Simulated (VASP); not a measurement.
**Ga4AsP3: single point with PBE**

Ga4AsP3:

```
Ga P As
1.0
     3.82405    0.00000    0.00000
     0.00000    3.82405    5.40802
     0.00000   -3.82405    5.40802
Ga P As
4 3 1
Direct
  0.00000 0.00000 0.00000
  0.50000 0.50000 0.00000
  0.50000 0.00000 0.50000
  0.00000 0.50000 0.50000
  0.00000 0.62500 0.12500
  0.00000 0.12500 0.62500
  0.50000 0.62500 0.62500
  0.50000 0.12500 0.12500
```

```yaml
Program: VASP 6.6.1
Task: single point
Functional: PBE
Potentials_or_basis: VASP PAW PBE potentials, release 64 (Ga_d, P, As)
Cutoff: 520 eV
k_mesh: 4 × 4 × 4
Occupations: gaussian, width 0.1 eV
Spin: no spin polarisation
Dipole_correction: no
Further_INCAR_settings: ALGO = Normal; EDIFF = 1e-06; NBANDS = 46
```

```
Pressure               : 7.8 GPa
Largest force          : 0.940 eV/Å
Band gap on the k mesh : 1.48 eV
```

Forces in eV/Å, atoms in the order of the input:
```
Ga   0.000  0.000 -0.940
Ga   0.000  0.661  0.461
Ga   0.000 -0.661  0.461
Ga   0.000  0.000 -0.007
P    0.000  0.042  0.008
P    0.000 -0.042  0.008
P    0.000  0.000  0.036
As   0.000  0.000 -0.026
```

Stress tensor (GPa, compression positive):
```
8.41 0.00 0.00
0.00 7.55 0.00
0.00 0.00 7.42
```

Levels at points of the mesh, in eV from the valence-band top:
| k point | band 32 | band 33 | band 34 | band 35 | band 36 | band 37 | band 38 | band 39 | band 40 | band 41 |
| --- | --- | --- | --- | --- | --- | --- | --- | --- | --- | --- |
| (0.00, 0.00, 0.00) | -1.20 | -1.17 | -0.01 | -0.01 | 0.00 | 1.48 | 1.63 | 1.65 | 1.72 | 1.90 |
| (0.50, 0.00, 0.00) | -3.67 | -3.63 | -3.62 | -1.35 | -1.26 | 3.08 | 3.20 | 4.65 | 4.76 | 4.98 |
| (0.00, 0.50, 0.00) | -2.18 | -0.79 | -0.79 | -0.67 | -0.66 | 2.11 | 2.16 | 2.33 | 2.40 | 4.66 |
| (0.50, 0.50, 0.00) | -3.44 | -2.21 | -2.21 | -2.20 | -2.14 | 2.33 | 2.33 | 2.39 | 2.41 | 4.89 |
| (0.00, 0.50, 0.50) | -1.85 | -1.80 | -1.80 | -1.35 | -1.25 | 2.03 | 2.10 | 3.08 | 3.19 | 3.68 |
| (0.50, 0.50, 0.50) | -2.87 | -1.26 | -1.24 | -1.19 | -1.16 | 1.48 | 1.49 | 1.64 | 1.65 | 1.72 |

It took 5.1 min on 1 thread of Intel Xeon 8259CL (shared host), peak memory 0.32 GiB.

Caveat: the cell stands under pressure. A k mesh can miss the band edges.
